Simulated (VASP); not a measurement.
Write the native input for VASP 6.6.1 that does the following.

```
Task                   : single point
Functional             : PBE
Potentials or basis    : VASP PAW PBE potentials, release 64 (Ba_sv)
Cutoff                 : 520 eV
k mesh                 : 14 × 14 × 14
Occupations            : gaussian, width 0.15 eV
Spin                   : no spin polarisation
Dipole correction      : no
Further INCAR settings : ALGO = Fast; EDIFF = 1e-06; NBANDS = 11
```

The structure of Ba lies in POSCAR:

```
Ba
1.0
   -2.6250000000      2.6250000000      2.3750000000
    2.6250000000     -2.6250000000      2.3750000000
    2.6250000000      2.6250000000     -2.3750000000
Ba
1
Direct
    0.0000000000      0.0000000000      0.0000000000
```

This cell differs from its parent crystal: strain +0.050 along x and y, -0.050 along z.

These files were run (other wordings do the same):

INCAR

```
ALGO     = Fast           # electronic algorithm
EDIFF    = 1E-6           # SCF threshold, eV
ENCUT    = 520            # plane-wave cutoff, eV
GGA      = PE             # functional
ISIF     = 2              # what is computed and relaxed
ISMEAR   = 0              # smearing method
LASPH    = True           # aspherical terms in the spheres
LCHARG   = False          # write CHGCAR
LREAL    = False          # projectors in reciprocal space
LWAVE    = False          # write WAVECAR
NBANDS   = 11             # bands
NELM     = 60             # most SCF steps
PREC     = Accurate       # precision mode
SIGMA    = 0.15           # smearing width, eV
```

KPOINTS

```
k-points
0
Gamma
  14 14 14
```

Potentials or basis: VASP PAW PBE potentials, release 64 (Ba_sv).

The run is started by

```sh
$ cat potpaw_PBE.64/Ba_sv/POTCAR > POTCAR
$ mpirun -np 1 vasp_std > vasp.out
```

It gave:

```yaml
Pressure: -0.2 GPa
Band_gap_on_the_k_mesh: zero (band 5 reaches 1.94 eV, above the bottom of band 6 at 1.10 eV)
```

Caveat: the cell differs from its parent crystal (strain +0.050 along x and y, -0.050 along z); spin-orbit coupling is left out, which moves the levels of the heavy elements.

Run time: 54 s on 1 thread of Intel(R) Xeon(R) 6975P-C (Granite Rapids), with other jobs on the host, peak memory 0.33 GiB.
